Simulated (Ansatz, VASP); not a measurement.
**Sn: VASP beside Ansatz**

```xyz
1
Lattice="0.0000 2.3907 2.3907 2.3907 0.0000 2.3907 2.3907 2.3907 0.0000" Properties=species:S:1:pos:R:3 pbc="T T T"
Sn    0.0000    0.0000    0.0000
```

Alike in both runs: functional r2SCAN; k mesh 11 × 11 × 11; occupations fermi-dirac, width 0.1 eV; no spin polarisation.

Ansatz relaxed the structure, and its values are those at the end. VASP's run is a single point on that final structure, the one shown.

|  | VASP | Ansatz |
| --- | --- | --- |
| version | VASP 6.6.1 | Ansatz 0.2.0 |
| potentials or method | VASP PAW PBE potentials, release 64 (Sn_d), cutoff 520 eV | plane waves (500 eV) with PAW, scalar-relativistic |
| valence electrons in the cell | 14 | 14 |

```tsv
	VASP	Ansatz	Ansatz less VASP
pressure (GPa)	0.0	0.0	+0.01
```

VASP's potentials were made for PBE, not for r2SCAN. With one functional, cell and mesh, what is left measures potentials, basis and numerics.
